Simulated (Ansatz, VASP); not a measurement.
# PbS in VASP and in Ansatz

The input INCAR:

```
PREC = Accurate
ENCUT = 520
EDIFF = 1E-6
ISMEAR = 0
SIGMA = 0.15
LREAL = False
LASPH = True
NELM = 80
ALGO = Normal
ISIF = 2
LWAVE = False
LCHARG = False
GGA = PS
NBANDS = 17
```

The input KPOINTS:

```
Automatic mesh
0
Gamma
  14 14 14
```

The input POSCAR:

```
PbS
1.0
    3.6536590000      0.0000000000      0.0000000000
    0.0000000000      3.6536590000      0.0000000000
    0.0000000000      0.0000000000      3.2882931000
Pb S
1 1
Direct
    0.0000000000      0.0000000000      0.0000000000
    0.5000000000      0.5000000000      0.5000000000
```

Input for Ansatz:

```yaml
crystal:
  lattice:
    - [3.653659, 0.0, 0.0]
    - [0.0, 3.653659, 0.0]
    - [0.0, 0.0, 3.2882931]
  atoms:
    - { symbol: Pb, position: [0.0, 0.0, 0.0] }
    - { symbol: S, position: [0.5, 0.5, 0.5] }
basis:
  ecutwfc: 420
kpoints:
  mp_grid: { grid: [14, 14, 14] }
hamiltonian:
  xc: pbesol
scf:
  occupations: { method: gaussian, width: 0.15 }
output:
  forces: true
  stress: true
  eigenvalues: true
```

Change from the starting cell: strain -0.1000 x Voigt [0, 0, 1, 0, 0, 0], atoms carried along.

Alike in both runs: task single point; functional PBEsol; k mesh 14 × 14 × 14; occupations gaussian, width 0.15 eV; no spin polarisation.

|  | VASP | Ansatz |
| --- | --- | --- |
| version | VASP 6.6.1 | Ansatz 0.2.0 |
| potentials or method | VASP PAW PBE potentials, release 64 (Pb_d, S), cutoff 520 eV | scalar-relativistic, plane waves, PAW |
| valence electrons in the cell | 20 | 20 |

|  | VASP | Ansatz | Ansatz less VASP |
| --- | --- | --- | --- |
| gap on the k mesh at the Fermi level (eV) | none | none | - |
| pressure (GPa) | 3.5 | 3.5 | +0.03 |
| traceless stress, the component that is largest in VASP (GPa) | 5.86 | 5.87 | +0.012 |

VASP's potentials were made for PBE, not for PBEsol. A gap of «none» marks a metal or a gap that the smearing closes. With one functional, cell and mesh, what is left measures potentials, basis and numerics.

Spin-orbit coupling is off throughout.
